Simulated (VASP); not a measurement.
GaN, 2 atoms in the cell. Symmetry: Imm2, No. 44, orthorhombic system. Conventional cell: a = 3.216 Å, b = 3.216 Å, c = 4.548 Å, α = 90.00°, β = 90.00°, γ = 90.00°. Within 2.5 Å of Ga (site symmetry mm2) lie 4 N at 1.89 to 2.06 Å. Within 2.5 Å of N (site symmetry mm2) lie 4 Ga at 1.89 to 2.06 Å.  This cell differs from its parent crystal: atoms displaced along a vibrational mode.

```yaml
Program: VASP 6.6.1
Task: single point
Functional: PBE
Potentials_or_basis: VASP PAW PBE potentials, release 64 (Ga_d, N)
Cutoff: 520 eV
k_mesh: 10 × 10 × 10
Occupations: gaussian, width 0.05 eV
Spin: no spin polarisation
Dipole_correction: no
Further_INCAR_settings: ALGO = Normal; EDIFF = 1e-06; NBANDS = 16
```

Potentials or basis: VASP PAW PBE potentials, release 64 (Ga_d, N).

Launch:

```sh
$ cat potpaw_PBE.64/Ga_d/POTCAR potpaw_PBE.64/N/POTCAR > POTCAR
$ mpirun -np 1 vasp_std > vasp.out
```

Hardware: 1 thread of Intel(R) Xeon(R) Platinum 8488C (Sapphire Rapids), on a shared host.

How long does it take, and how much memory?

Wall time 23 s on 1 thread of Intel(R) Xeon(R) Platinum 8488C (Sapphire Rapids), with other jobs on the host, peak memory 0.18 GiB. Counts: scf iterations 13, k points 171.
